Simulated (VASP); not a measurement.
# HfN (I4/mmm) in VASP: notebook, part 2 of 2

VASP 6.6.1.

## Step 3: Single point, PBE (strain +0.030 along x and y, -0.030 along z)

INCAR

```
PREC     = Accurate       # precision mode
ENCUT    = 520            # plane-wave cutoff, eV
EDIFF    = 1E-6           # SCF threshold, eV
ISMEAR   = 0              # smearing method
SIGMA    = 0.15           # smearing width, eV
LREAL    = F              # projectors in reciprocal space
LASPH    = T              # aspherical terms in the spheres
NELM     = 80             # most SCF steps
ALGO     = Normal         # electronic algorithm
ISIF     = 2              # what is computed and relaxed
LWAVE    = F              # write WAVECAR
LCHARG   = T              # write CHGCAR
GGA      = PE             # functional
LELF     = T              # ELF
LVHAR    = T            
NBANDS   = 14             # bands
```

KPOINTS

```
Automatic mesh
0
Gamma
  18 18 18
```

POSCAR

```
HfN
1.0
    0.0000000000      2.3267700000      2.1912300000
    2.3267700000      0.0000000000      2.1912300000
    2.3267700000      2.3267700000      0.0000000000
Hf N
1 1
Direct
    0.0000000000      0.0000000000      0.0000000000
    0.5000000000      0.5000000000      0.5000000000
```

Potentials or basis: VASP PAW PBE potentials, release 64 (Hf_pv, N).

The run is started by

```sh
$ cat potpaw_PBE.64/Hf_pv/POTCAR potpaw_PBE.64/N/POTCAR > POTCAR
$ mpirun -np 1 vasp_std > vasp.out
```

It took 35 s on 1 thread of Intel Xeon 6975P-C (Granite Rapids), shared host; peak memory 0.28 GiB.

The run converged. Its results:

```
Free energy : -21.6726 eV
Pressure    : -2.4 GPa
```

Stress tensor (GPa, compression positive):
```
-12.09   0.00   0.00
  0.00 -12.09   0.00
  0.00   0.00  17.05
```

Levels at points of the mesh, in eV from the Fermi level:
```csv
k point,band 6,band 7,band 8,band 9,band 10,band 11
"(0.00, 0.00, 0.00)",-3.09,-2.80,-0.53,-0.53,0.11,0.77
"(0.50, 0.00, 0.00)",-6.10,-6.07,3.05,3.53,3.82,4.23
"(0.50, 0.50, 0.00)",-3.87,-3.87,-3.80,3.97,5.22,5.29
"(0.50, 0.00, 0.50)",-3.71,-3.61,-3.44,3.56,4.90,5.63
```

Caveat: the cell differs from its parent crystal (strain +0.030 along x and y, -0.030 along z); spin-orbit coupling is left out, which moves the levels of the heavy elements.

## Step 4: Single point, PBE (strain +0.030 along x and y, -0.015 along z)

INCAR

```
SYSTEM = HfN
ALGO = Normal
EDIFF = 1E-6
ENCUT = 520
GGA = PE
ISIF = 2
ISMEAR = 0
LASPH = .True.
LCHARG = .True.
LELF = .True.
LREAL = .False.
LVHAR = .True.
LWAVE = .False.
NBANDS = 14
NELM = 60
PREC = Accurate
SIGMA = 0.15
```

KPOINTS

```
k-points
0
Gamma
  18 18 18
  0 0 0
```

POSCAR

```
HfN
1.0
    0.0000000000      2.3267700000      2.2251150000
    2.3267700000      0.0000000000      2.2251150000
    2.3267700000      2.3267700000      0.0000000000
Hf N
1 1
Direct
    0.0000000000      0.0000000000      0.0000000000
    0.5000000000      0.5000000000      0.5000000000
```

Potentials or basis: VASP PAW PBE potentials, release 64 (Hf_pv, N).

The run is started by

```sh
$ cat potpaw_PBE.64/Hf_pv/POTCAR potpaw_PBE.64/N/POTCAR > POTCAR
$ mpirun -np 1 vasp_std > vasp.out
```

OUTCAR:

```text
SYSTEM = HfN
   EDIFF = 1E-6
   ENCUT = 520
   GGA = PE
   ISIF = 2
   ISMEAR = 0
   LASPH = .True.
   LREAL = .False.
   NELM = 60
   PREC = Accurate

 ion  position               nearest neighbor table
   1  0.000  0.000  0.000-   2 2.23   2 2.23   2 2.33   2 2.33   2 2.33   2 2.33
   2  0.500  0.500  0.500-   1 2.23   1 2.23   1 2.33   1 2.33   1 2.33   1 2.33

  LATTYP: Found a body centered tetragonal cell.
 ALAT       =     3.2905496905
 C/A-ratio  =     1.3524275329

  Lattice vectors:

 A1 = (   0.0000000000,  -2.3267700000,  -2.2251150000)
[... 587 lines left out ...]
     11      12.1529      0.00000
     12      12.7728      0.00000
     13      12.9591      0.00000
     14      20.0208      0.00000

 [... further k-points ...]
[... 5 lines left out ...]
  --------------------------------------------------------------------------------------
  -------------------------------------------------------------------------------------
  Total       -2.0385051     -2.0385051      0.8544406      0.0000000     -0.0000000      0.0000000
  in kB     -135.5604548   -135.5604548     56.8202464      0.0000000     -0.0000000      0.0000000
  external PRESSURE =     -71.4335544 kB  Pullay stress =       0.0000000 kB

 VOLUME and BASIS-vectors are now :
 -----------------------------------------------------------------------------
  energy-cutoff  :      520.00
  volume of cell :       24.09
      direct lattice vectors                 reciprocal lattice vectors
     0.000000000  2.326770000  2.225115000    -0.214890170  0.214890170  0.224707487
     2.326770000  0.000000000  2.225115000     0.214890170 -0.214890170  0.224707487
     2.326770000  2.326770000  0.000000000     0.214890170  0.214890170 -0.224707487

 POSITION                                       TOTAL-FORCE (eV/Angst)
 -----------------------------------------------------------------------------------
      0.00000      0.00000      0.00000         0.000000      0.000000      0.000000
      2.32677      2.32677      2.22512        -0.000000     -0.000000      0.000000
 -----------------------------------------------------------------------------------
    total drift:                                0.000000     -0.000000     -0.000000

  FREE ENERGIE OF THE ION-ELECTRON SYSTEM (eV)
  ---------------------------------------------------
  free  energy   TOTEN  =       -21.6984651343 eV

  energy  without entropy=      -21.6918635856  energy(sigma->0) =      -21.69516436
```

It took 37 s on 1 thread of Intel Xeon 6975P-C (Granite Rapids), shared host; peak memory 0.27 GiB.

Results:

- Free energy: -21.6985 eV
- Pressure: -7.1 GPa

Levels at points of the mesh, in eV from the Fermi level:
```tsv
k point	band 5	band 6	band 7	band 8	band 9	band 10	band 11	band 12
(0.00, 0.00, 0.00)	-3.04	-3.04	-2.84	-0.47	-0.47	0.00	0.90	1.55
(0.50, 0.00, 0.00)	-8.63	-5.99	-5.97	3.03	3.43	3.67	4.18	7.82
(0.50, 0.50, 0.00)	-5.10	-3.80	-3.80	-3.70	3.89	5.06	5.19	5.19
(0.50, 0.00, 0.50)	-5.54	-3.68	-3.56	-3.50	3.63	4.89	5.35	5.45
```

Caveat: the cell differs from its parent crystal (strain +0.030 along x and y, -0.015 along z); spin-orbit coupling is left out, which moves the levels of the heavy elements.

## Step 5: Summary

```tsv
cell	gap on the mesh (eV)	pressure (GPa)
a = 3.172, b = 3.172, c = 3.243 Å, angles 59.3, 59.3, 61.5°, 2 atoms	none	4.6
a = 3.196, b = 3.196, c = 3.291 Å, angles 59.0, 59.0, 62.0°, 2 atoms	none	-2.4
a = 3.219, b = 3.219, c = 3.291 Å, angles 59.3, 59.3, 61.5°, 2 atoms	none	-7.1
```

Alike in all rows: task single point; level PBE; potentials or basis VASP PAW PBE potentials, release 64 (Hf_pv, N); no spin polarisation; k mesh 18 × 18 × 18; cutoff (eV) 520; smearing gaussian 0.15 eV.

Caveats: spin-orbit coupling is left out, which moves the levels of the heavy elements.

Absolute energies hang on the potentials; compare differences alone.
